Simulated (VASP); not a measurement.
Set up this calculation in VASP 6.6.1, as the native input.

- Task: single point
- Functional: PBEsol
- Potentials or basis: VASP PAW PBE potentials, release 64 (V_sv)
- Cutoff: 520 eV
- k mesh: 24 × 24 × 24
- Occupations: gaussian, width 0.1 eV
- Spin: no spin polarisation
- Dipole correction: no
- Further INCAR settings: ALGO = Fast; EDIFF = 1e-06; NBANDS = 12

The structure of V lies in POSCAR:

```
V
1.0
    1.4110332055      0.8146604010      1.9207634528
   -1.4110332055      0.8146604010      1.9207634528
    0.0000000000     -1.6293208020      1.9207634527
V
1
Direct
    0.5000000000      0.5000000000      0.5000000000
```

These files were run (other wordings do the same):

INCAR

```
SYSTEM = V
PREC     = Accurate       ! precision mode
ENCUT    = 520            ! plane-wave cutoff, eV
EDIFF    = 1E-6           ! SCF threshold, eV
ISMEAR   = 0              ! smearing method
SIGMA    = 0.1            ! smearing width, eV
LREAL    = .False.        ! projectors in reciprocal space
LASPH    = .True.         ! aspherical terms in the spheres
NELM     = 100            ! most SCF steps
ALGO     = Fast           ! electronic algorithm
ISIF     = 2              ! what is computed and relaxed
LWAVE    = .False.        ! write WAVECAR
LCHARG   = .True.         ! write CHGCAR
GGA      = PS             ! functional
LELF     = .True.         ! ELF
LVHAR    = .True.       
NBANDS   = 12             ! bands
```

KPOINTS

```
regular mesh
0
Gamma
  24 24 24
  0 0 0
```

Potentials or basis: VASP PAW PBE potentials, release 64 (V_sv).

Command:

```console
$ cat potpaw_PBE.64/V_sv/POTCAR > POTCAR
$ mpirun -np 1 vasp_std > vasp.out
```

It gave:

The pressure is 0.3 GPa. The band gap on the k mesh is zero (an odd number of electrons rules out a gap without spin polarisation).

Caveat: the PAW data sets were made with another functional, which shifts forces and pressure a little.

Run time: 100 s on 1 thread of Intel(R) Xeon(R) Platinum 8488C (Sapphire Rapids), on a shared host, peak memory 0.3 GiB.
